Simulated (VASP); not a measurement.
Input of a VASP 6.6.1 run:

INCAR

```
PREC = Accurate
ENCUT = 520
EDIFF = 1E-7
ISMEAR = 0
SIGMA = 0.1
LREAL = False
LASPH = True
NELM = 150
ALGO = Normal
ISIF = 2
LWAVE = False
LCHARG = True
ISPIN = 2
MAGMOM = 0 1 1 1 1 1
LORBIT = 11
GGA = PE
LELF = True
LVHAR = True
NBANDS = 34
```

KPOINTS

```
Automatic mesh
0
Gamma
  6 6 4
```

Contents of POSCAR:

```
CdO5
1.0
    3.4637457600      0.0000000000      0.0000000000
   -1.7318728800      2.9996918200      0.0000000000
    0.0000000000      0.0000000000      6.3729934400
Cd O
1 5
Direct
    0.0000000000      0.0000000000      0.0000000000
    0.0000000000      0.0000000000      0.7247037700
    0.0000000000      0.0000000000      0.2752962300
    0.5000000000      0.0000000000      0.0000000000
    0.0000000000      0.5000000000      0.0000000000
    0.5000000000      0.5000000000      0.0000000000
```

Potentials or basis: VASP PAW PBE potentials, release 64 (Cd, O).

Run with:

```sh
$ cat potpaw_PBE.64/Cd/POTCAR potpaw_PBE.64/O/POTCAR > POTCAR
$ mpirun -np 1 vasp_std > vasp.out
```

**Question.** What does it give for the net moment?

**Answer.** 1.79 μB per cell.

**Question.** What does it give for the site moments?

**Answer.** Cd +0.05; O +0.65, +0.04 μB.

**Question.** What does it give for the largest force?

**Answer.** 8.323 eV/Å.

**Question.** What does it give for the pressure?

**Answer.** 163.3 GPa.

Forces on the atoms (eV/Å):
```
Cd   0.000  0.000  0.000
O    0.000  0.000 -8.323
O    0.000  0.000  8.323
O    0.000  0.000  0.000
O    0.000  0.000  0.000
O    0.000  0.000  0.000
```

Caveat: forces of over 1 eV/Å act on the atoms, so gaps and moduli don't describe the material at rest.
